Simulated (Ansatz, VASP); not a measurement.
**CaZrN in VASP and in Ansatz**

The input INCAR:

```
PREC = Accurate
ENCUT = 520
EDIFF = 1E-6
ISMEAR = 0
SIGMA = 0.1
LREAL = False
LASPH = True
NELM = 100
ALGO = Normal
ISIF = 2
LWAVE = False
LCHARG = False
GGA = PE
NBANDS = 20
```

KPOINTS

```
regular mesh
0
Gamma
  6 6 6
```

File POSCAR:

```
CaZrN
1.0
    4.2223973400      0.0000000000      0.0000000000
   -2.1111986700      3.6567033600      0.0000000000
    0.0000000000      0.0000000000      3.3315628900
Ca Zr N
1 1 1
Direct
    0.3333333300      0.6666666700      0.5000000000
    0.0000000000      0.0000000000      0.5000000000
    0.6666666700      0.3333333300      0.0000000000
```

Input for Ansatz:

```yaml
crystal:
  lattice:
    - [4.22239734, 0.0, 0.0]
    - [-2.11119867, 3.65670336, 0.0]
    - [0.0, 0.0, 3.33156289]
  atoms:
    - { symbol: Ca, position: [0.33333333, 0.66666667, 0.5] }
    - { symbol: Zr, position: [0.0, 0.0, 0.5] }
    - { symbol: "N", position: [0.66666667, 0.33333333, 0.0] }
basis:
  ecutwfc: 420
kpoints:
  mp_grid: { grid: [6, 6, 6] }
hamiltonian:
  xc: pbe
scf:
  occupations: { method: gaussian, width: 0.1 }
  lower_state_search: "off"
output:
  forces: true
  stress: true
  eigenvalues: true
```

Change from the starting cell: species swapped into the TmAlGa type (P-6m2, No. 187).

Alike in both runs: task single point; functional PBE; k mesh 6 × 6 × 6; occupations gaussian, width 0.1 eV; no spin polarisation.

|  | VASP | Ansatz |
| --- | --- | --- |
| version | VASP 6.6.1 | Ansatz 0.2.0 |
| potentials or method | VASP PAW PBE potentials, release 64 (Ca_sv, Zr_sv, N), cutoff 520 eV | scalar-relativistic, plane waves, PAW |
| valence electrons in the cell | 27 | 27 |

```tsv
	VASP	Ansatz	Ansatz less VASP
gap on the k mesh at the Fermi level (eV)	none	none	-
pressure (GPa)	-0.9	-1.5	-0.55
traceless stress, the component that is largest in VASP (GPa)	-20.81	-20.32	+0.493
```

A gap of «none» marks a metal or a gap that the smearing closes. With one functional, cell and mesh, what is left measures potentials, basis and numerics.
